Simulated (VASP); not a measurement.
# YF5 (P6/mmm) in VASP: a series of runs

Runs on YF5. Level: PBE. Tasks: single point, relaxation of cell and atoms.

Program: VASP 6.6.1. These are calculated values, not measurements. Logs are shortened: lines on timing, memory, paths and dates and some standing lists are left out, and cuts for length are marked.

## Step 1: The cell of the first run

The structure is hexagonal, space group P6/mmm (No. 191). The conventional cell has a = 4.044 Å, b = 4.044 Å, c = 6.175 Å, α = 90.00°, β = 90.00°, γ = 120.00°. Y (site symmetry 6/mmm) has 2 F at 2.61 Å within 3.4 Å. F (site symmetry mmm) has 8 F at 2.02 to 2.08 Å within 2.7 Å. Within 1.3 Å of F (site symmetry 6mm) lie 1 F at 0.95 Å.

## Step 2: Single point, PBE

INCAR reads:

```
SYSTEM = YF5
  PREC = Accurate
  ENCUT = 520
  EDIFF = 1E-6
  ISMEAR = 0
  SIGMA = 0.1
  LREAL = .FALSE.
  LASPH = .TRUE.
  NELM = 100
  ALGO = Normal
  ISIF = 2
  LWAVE = .FALSE.
  LCHARG = .TRUE.
  GGA = PE
  LELF = .TRUE.
  LVHAR = .TRUE.
  NBANDS = 32
```

KPOINTS reads:

```
Automatic mesh
0
G
  6 6 4
  0 0 0
```

POSCAR reads:

```
YF5
1.0
    4.0437048400      0.0000000000      0.0000000000
   -2.0218524200      3.5019511200      0.0000000000
    0.0000000000      0.0000000000      6.1754549000
Y F
1 5
Direct
    0.0000000000      0.0000000000      0.0000000000
    0.5000000000      0.0000000000      0.5000000000
    0.0000000000      0.5000000000      0.5000000000
    0.5000000000      0.5000000000      0.5000000000
    0.0000000000      0.0000000000      0.5768766300
    0.0000000000      0.0000000000      0.4231233700
```

Potentials or basis: VASP PAW PBE potentials, release 64 (Y_sv, F).

The run is started by

```bash
$ cat potpaw_PBE.64/Y_sv/POTCAR potpaw_PBE.64/F/POTCAR > POTCAR
$ mpirun -np 1 vasp_std > vasp.out
```

OUTCAR:

```text
SYSTEM = YF5
   PREC = Accurate
   ENCUT = 520
   EDIFF = 1E-6
   ISMEAR = 0
   LREAL = .FALSE.
   LASPH = .TRUE.
   NELM = 100
   ISIF = 2
   GGA = PE

 ion  position               nearest neighbor table
   1  0.000  0.000  0.000-   5 2.61   6 2.61
   2  0.500  0.000  0.500-
   3  0.000  0.500  0.500-
   4  0.500  0.500  0.500-
   5  0.000  0.000  0.577-   6 0.95   1 2.61
   6  0.000  0.000  0.423-   5 0.95   1 2.61

 -----------------------------------------------------------------------------
|                                                                             |
|           W    W    AA    RRRRR   N    N  II  N    N   GGGG   !!!           |
|           W    W   A  A   R    R  NN   N  II  NN   N  G    G  !!!           |
|           W    W  A    A  R    R  N N  N  II  N N  N  G       !!!           |
|           W WW W  AAAAAA  RRRRR   N  N N  II  N  N N  G  GGG   !            |
|           WW  WW  A    A  R   R   N   NN  II  N   NN  G    G                |
|           W    W  A    A  R    R  N    N  II  N    N   GGGG   !!!           |
|                                                                             |
|     The distance between some ions is very small. Please check the          |
|     nearest-neighbor list in the OUTCAR file.                               |
|     I HOPE YOU KNOW WHAT YOU ARE DOING!                                     |
|                                                                             |
 -----------------------------------------------------------------------------

  LATTYP: Found a hexagonal cell.
 ALAT       =     4.0437048400
 C/A-ratio  =     1.5271774633

  Lattice vectors:

 A1 = (   4.0437048400,   0.0000000000,   0.0000000000)
 A2 = (  -2.0218524200,   3.5019511200,   0.0000000000)
 A3 = (   0.0000000000,   0.0000000000,   6.1754549000)

Analysis of symmetry for initial positions (statically):
=====================================================================
 Subroutine PRICEL returns:
 Original cell was already a primitive cell.

 Routine SETGRP: Setting up the symmetry group for a
 hexagonal supercell.

 Subroutine GETGRP returns: Found 24 space group operations
 (whereof 24 operations were pure point group operations)
 out of a pool of 24 trial point group operations.

The static configuration has the point symmetry D_6h.

Analysis of symmetry for dynamics (positions and initial velocities):
=====================================================================
 Subroutine PRICEL returns:
 Original cell was already a primitive cell.

 Routine SETGRP: Setting up the symmetry group for a
 hexagonal supercell.

 Subroutine GETGRP returns: Found 24 space group operations
 (whereof 24 operations were pure point group operations)
 out of a pool of 24 trial point group operations.

The dynamic configuration has the point symmetry D_6h.

 Subroutine INISYM returns: Found 24 space group operations
 (whereof 24 operations are pure point group operations),
 and found     1 'primitive' translations

----------------------------------------------------------------------------------------

                                     Primitive cell

  volume of cell :      87.4497

  direct lattice vectors                    reciprocal lattice vectors
     4.043704840  0.000000000  0.000000000     0.247297970  0.142777550  0.000000000
    -2.021852420  3.501951120  0.000000000     0.000000000  0.285555099  0.000000000
     0.000000000  0.000000000  6.175454900     0.000000000  0.000000000  0.161931391

  length of vectors
     4.043704840  4.043704843  6.175454900     0.285555100  0.285555099  0.161931391

  position of ions in fractional coordinates (direct lattice)
     0.000000000  0.000000000  0.000000000
     0.500000000  0.000000000  0.500000000
     1.000000000  0.500000000  0.500000000
     0.500000000  0.500000000  0.500000000
     0.000000000  0.000000000  0.576876630
     0.000000000  0.000000000  0.423123370

  ion indices of the primitive-cell ions
   primitive index   ion index
                 1           1
                 2           2
                 3           3
                 4           4
                 5           5
                 6           6

----------------------------------------------------------------------------------------

 KPOINTS: Automatic mesh

Automatic generation of k-mesh.
 Grid dimensions read from file:
 generate k-points for:    6    6    4

 Generating k-lattice:

  Cartesian coordinates                     Fractional coordinates (reciprocal lattice)
     0.041216328  0.023796258  0.000000000     0.166666667 -0.000000000  0.000000000
     0.000000000  0.047592517  0.000000000     0.000000000  0.166666667  0.000000000
     0.000000000  0.000000000  0.040482848     0.000000000  0.000000000  0.250000000

  Length of vectors
     0.047592517  0.047592517  0.040482848

  Shift w.r.t. Gamma in fractional coordinates (k-lattice)
     0.000000000  0.000000000  0.000000000

 Subroutine IBZKPT returns following result:
 ===========================================

 Found     21 irreducible k-points:

 Following reciprocal coordinates:
            Coordinates               Weight
  0.000000  0.000000  0.000000      1.000000
  0.166667  0.000000  0.000000      6.000000
  0.333333 -0.000000  0.000000      6.000000
  0.500000  0.000000  0.000000      3.000000
  0.166667  0.166667  0.000000      6.000000
  0.333333  0.166667  0.000000     12.000000
[... 13 lines left out ...]
  0.333333  0.166667  0.500000     12.000000
  0.333333  0.333333  0.500000      2.000000
   k-points           NKPTS =     21   k-points in BZ     NKDIM =     21   number of bands    NBANDS=     32
   number of dos      NEDOS =    301   number of ions     NIONS =      6
   total plane-waves  NPLWV =  43200
   dimension x,y,z NGX =    30 NGY =   30 NGZ =   48
   dimension x,y,z NGXF=    60 NGYF=   60 NGZF=   96
   ions per type =               1   5
   NGX,Y,Z   is equivalent  to a cutoff of  12.33, 12.33, 12.92 a.u.
   NGXF,Y,Z  is equivalent  to a cutoff of  24.67, 24.67, 25.84 a.u.
 SYSTEM =  YF5
   PREC   = accura    normal or accurate (medium, high low for compatibility)
   ISTART =      0    job   : 0-new  1-cont  2-samecut
   ICHARG =      2    charge: 1-file 2-atom 10-const
   ISPIN  =      1    spin polarized calculation?
   LNONCOLLINEAR =      F non collinear calculations
   LSORBIT =      F    spin-orbit coupling
   LASPH  =      T    aspherical Exc in radial PAW
   ENCUT  =  520.0 eV  38.22 Ry    6.18 a.u.   7.52  7.52 11.48*2*pi/ulx,y,z
   NELM   =    100;   NELMIN=  2; NELMDL= -5     # of ELM steps
   EDIFF  = 0.1E-05   stopping-criterion for ELM
   LREAL  =      F    real-space projection
   EDIFFG = 0.1E-04   stopping-criterion for IOM
   NSW    =      0    number of steps for IOM
   IBRION =     -1    ionic relax: 0-MD 1-quasi-New 2-CG
   NFREE  =      0    steps in history (QN), initial steepest desc. (CG)
   ISIF   =      2    stress and relaxation
   ISYM   =      2    0-nonsym 1-usesym 2-fastsym
   POTIM  = 0.5000    time-step for ionic-motion
   TEBEG  =    0.0;   TEEND  =   0.0 temperature during run
   PSTRESS=    0.0 pullay stress
   NELECT =      46.0000    total number of electrons
   NUPDOWN=      -1.0000    fix difference up-down
   EMIN   =  10.00;   EMAX   =-10.00  energy-range for DOS
   EFERMI =   0.00;   METHOD = LEGACY
   ISMEAR =     0;   SIGMA  =   0.10  broadening in eV -4-tet -1-fermi 0-gaus
   EFERMI_NEDOS =   21; number of points for ismear=-14 and -15
   IALGO  =     38    algorithm
   IMIX   =      4    mixing-type and parameters
     AMIX     =   0.40;   BMIX     =  1.00
     AMIX_MAG =   1.60;   BMIX_MAG =  1.00
  volume/ion in A,a.u.               =      14.57        98.36
  Fermi-wavevector in a.u.,A,eV,Ry     =   1.321523  2.497316 23.761516  1.746422
  Thomas-Fermi vector in A             =   2.451270
   LORBIT       =      0    0 simple, 1 ext, 2 COOP (PROOUT), +10 PAW based schemes
   GGA     = PE    functional components
   LHFCALC =     F    Hartree Fock is set to
   AEXX    =    0.0000 exact exchange contribution
   IVDW    =     0    specifies the selected vdW correction
   LEPSILON=     F    determine dielectric tensor
   LRPA    =     F    only Hartree local field effects (RPA)
 non-spin polarized calculation
 Gauss-broadening in eV      SIGMA  =   0.10
  energy-cutoff  :      520.00
  volume of cell :       87.45
 maximum number of plane-waves:      2373
   NGX = 15   NGY = 15   NGZ = 23

 number of electron      46.0000068 magnetization

 Free energy of the ion-electron system (eV)
  ---------------------------------------------------
  ext. energy  EPLUGINS =         0.00000000
  ---------------------------------------------------
  free energy    TOTEN  =         0.09407619 eV

  energy without entropy =        0.11860327  energy(sigma->0) =        0.10633973

 E-fermi :   1.7252     XC(G=0):  -9.1854

 val. band max:        1.7240440985   @ k =   0.3333   0.1667   0.0000
 cond. band min:       1.7930655132   @ k =   0.1667   0.0000   0.5000
 fundamental gap:      0.0690214148
 Fermi energy:         1.7252340491

 k-point     1 :       0.0000    0.0000    0.0000
  band No.  band energies     occupation
      1     -42.9290      2.00000
      2     -40.7093      2.00000
      3     -22.9642      2.00000
      4     -22.6586      2.00000
      5     -22.6586      2.00000
      6     -21.7533      2.00000
[... 24 lines left out ...]
     31      10.4142      0.00000
     32      13.6307      0.00000

 k-point     2 :       0.1667    0.0000    0.0000
  band No.  band energies     occupation
      1     -42.9271      2.00000
      2     -40.7073      2.00000
      3     -22.9610      2.00000
      4     -22.6859      2.00000
      5     -22.6653      2.00000
      6     -21.6656      2.00000
[... 24 lines left out ...]
     31      10.7492      0.00000
     32      11.9095      0.00000

 k-point     3 :       0.3333   -0.0000    0.0000
  band No.  band energies     occupation
      1     -42.9235      2.00000
      2     -40.7039      2.00000
      3     -22.9545      2.00000
      4     -22.7400      2.00000
      5     -22.6786      2.00000
      6     -21.4277      2.00000
[... 24 lines left out ...]
     31       8.3987      0.00000
     32      10.4079      0.00000

 k-point     4 :       0.5000    0.0000    0.0000
  band No.  band energies     occupation
      1     -42.9216      2.00000
      2     -40.7017      2.00000
      3     -22.9513      2.00000
      4     -22.7666      2.00000
      5     -22.6853      2.00000
      6     -21.2390      2.00000
[... 24 lines left out ...]
     31       9.0168      0.00000
     32       9.3567      0.00000

 k-point     5 :       0.1667    0.1667    0.0000
  band No.  band energies     occupation
      1     -42.9244      2.00000
      2     -40.7041      2.00000
      3     -22.9562      2.00000
      4     -22.7215      2.00000
      5     -22.6804      2.00000
      6     -21.4938      2.00000
[... 479 lines left out ...]
     31       8.8964      0.00000
     32       9.6276      0.00000

 k-point    19 :       0.1667    0.1667    0.5000
  band No.  band energies     occupation
      1     -42.9240      2.00000
      2     -40.7046      2.00000
      3     -22.9321      2.00000
      4     -22.7206      2.00000
      5     -22.6802      2.00000
      6     -21.4908      2.00000
[... 24 lines left out ...]
     31       9.1219      0.00000
     32      10.3490      0.00000

 k-point    20 :       0.3333    0.1667    0.5000
  band No.  band energies     occupation
      1     -42.9213      2.00000
      2     -40.7019      2.00000
      3     -22.9259      2.00000
      4     -22.7520      2.00000
      5     -22.6988      2.00000
      6     -21.1990      2.00000
[... 24 lines left out ...]
     31       8.9571      0.00000
     32       9.2696      0.00000

 k-point    21 :       0.3333    0.3333    0.5000
  band No.  band energies     occupation
      1     -42.9204      2.00000
      2     -40.7008      2.00000
      3     -22.9239      2.00000
      4     -22.7337      2.00000
      5     -22.7337      2.00000
      6     -20.7751      2.00000
[... 24 lines left out ...]
     31       7.0190      0.00000
     32      10.8879      0.00000

------------------------ aborting loop because EDIFF is reached ----------------------------------------

  FORCE on cell =-STRESS in cart. coord.  units (eV):
  Direction    XX          YY          ZZ          XY          YZ          ZX
  --------------------------------------------------------------------------------------
  -------------------------------------------------------------------------------------
  Total       19.0523054     19.0523055     73.0216106      0.0000000      0.0000000      0.0000000
  in kB      349.0596390    349.0596396   1337.8379395      0.0000000      0.0000000      0.0000000
  external PRESSURE =     678.6524061 kB  Pullay stress =       0.0000000 kB

 VOLUME and BASIS-vectors are now :
 -----------------------------------------------------------------------------
  energy-cutoff  :      520.00
  volume of cell :       87.45
      direct lattice vectors                 reciprocal lattice vectors
     4.043704840  0.000000000  0.000000000     0.247297970  0.142777550  0.000000000
    -2.021852420  3.501951120  0.000000000     0.000000000  0.285555099  0.000000000
     0.000000000  0.000000000  6.175454900     0.000000000  0.000000000  0.161931391

 POSITION                                       TOTAL-FORCE (eV/Angst)
 -----------------------------------------------------------------------------------
      0.00000      0.00000      0.00000         0.000000     -0.000000      0.000000
      2.02185      0.00000      3.08773         0.000000     -0.000000      0.000000
     -1.01093      1.75098      3.08773         0.000000     -0.000000      0.000000
      1.01093      1.75098      3.08773         0.000000     -0.000000      0.000000
      0.00000      0.00000      3.56248        -0.000000     -0.000000     87.271281
      0.00000      0.00000      2.61298        -0.000000      0.000000    -87.271281
 -----------------------------------------------------------------------------------
    total drift:                               -0.000000      0.000000      0.000000

  FREE ENERGIE OF THE ION-ELECTRON SYSTEM (eV)
  ---------------------------------------------------
  free  energy   TOTEN  =         0.0940761865 eV

  energy  without entropy=        0.1186032672  energy(sigma->0) =        0.10633973
```

It took 37 s on 1 thread of Intel Xeon 6975P-C (Granite Rapids), shared host; peak memory 0.23 GiB.

What came out:

```yaml
Free_energy: 0.0941 eV
Pressure: 67.9 GPa
Largest_force: 87.271 eV/Å
Band_gap_on_the_k_mesh: zero (band 23 reaches 2.32 eV, above the bottom of band 24 at 1.72 eV)
```

Forces in eV/Å, atoms in the order of the input:
```
Y     0.000   0.000   0.000
F     0.000   0.000   0.000
F     0.000   0.000   0.000
F     0.000   0.000   0.000
F     0.000   0.000  87.271
F     0.000   0.000 -87.271
```

Caveat: the standard files for N, O and F lose accuracy on very short bonds; forces of over 1 eV/Å act on the atoms, so gaps and moduli don't describe the material at rest.

## Step 3: Single point, PBE

This run uses another cell than the first one, of 30.05 Å³/atom, 2.061 times its volume.

INCAR reads:

```
SYSTEM = YF5
PREC = Accurate
ENCUT = 520
EDIFF = 1E-6
ISMEAR = 0
SIGMA = 0.1
LREAL = .False.
LASPH = .True.
NELM = 80
ALGO = Normal
ISIF = 2
LWAVE = .False.
LCHARG = .False.
GGA = PE
NBANDS = 32
```

KPOINTS reads:

```
regular mesh
0
Gamma
  6 6 4
  0 0 0
```

POSCAR reads:

```
YF5
1.0
    5.8580345799      0.0000000000      0.0000000000
   -2.9290172899      5.0732067624      0.0000000000
    0.0000000000      0.0000000000      6.0659669224
Y F
1 5
Direct
    0.0000000000      0.0000000000      0.0000000000
    0.5000000000      0.0000000000      0.5000000000
    0.0000000000      0.5000000000      0.5000000000
    0.5000000000      0.5000000000      0.5000000000
    0.0000000000      0.0000000000      0.6839416229
    0.0000000000      0.0000000000      0.3160583771
```

Potentials or basis: VASP PAW PBE potentials, release 64 (Y_sv, F).

The run is started by

```bash
$ cat potpaw_PBE.64/Y_sv/POTCAR potpaw_PBE.64/F/POTCAR > POTCAR
$ mpirun -np 1 vasp_std > vasp.out
```

Run time: 1.9 min. Hardware: 1 thread of Intel Xeon 6975P-C (Granite Rapids), shared host; peak memory 0.36 GiB.

The run converged. Its results:

```
Free energy            : -22.3202 eV
Pressure               : 0.1 GPa
Largest force          : 0.108 eV/Å
Band gap on the k mesh : zero (band 23 reaches -3.99 eV, above the bottom of band 24 at -4.18 eV)
```

Forces on the atoms (eV/Å):
```
Y    0.000  0.000  0.000
F    0.000  0.000  0.000
F    0.000  0.000  0.000
F    0.000  0.000  0.000
F    0.000  0.000 -0.108
F    0.000  0.000  0.108
```

Levels at points of the mesh, in eV from the Fermi level:
```
           k point  band 21  band 22  band 23  band 24  band 25  band 26
(0.00, 0.00, 0.00)    -0.10     0.03     0.10     0.10     2.18     3.19
(0.50, 0.00, 0.00)    -0.27    -0.24    -0.10     0.07     2.86     3.43
(0.00, 0.00, 0.50)    -0.27     0.03     0.10     0.10     2.47     3.22
(0.50, 0.00, 0.50)    -0.33    -0.30    -0.25     0.07     2.96     3.42
```

(Part 1 of 2 ends here.)
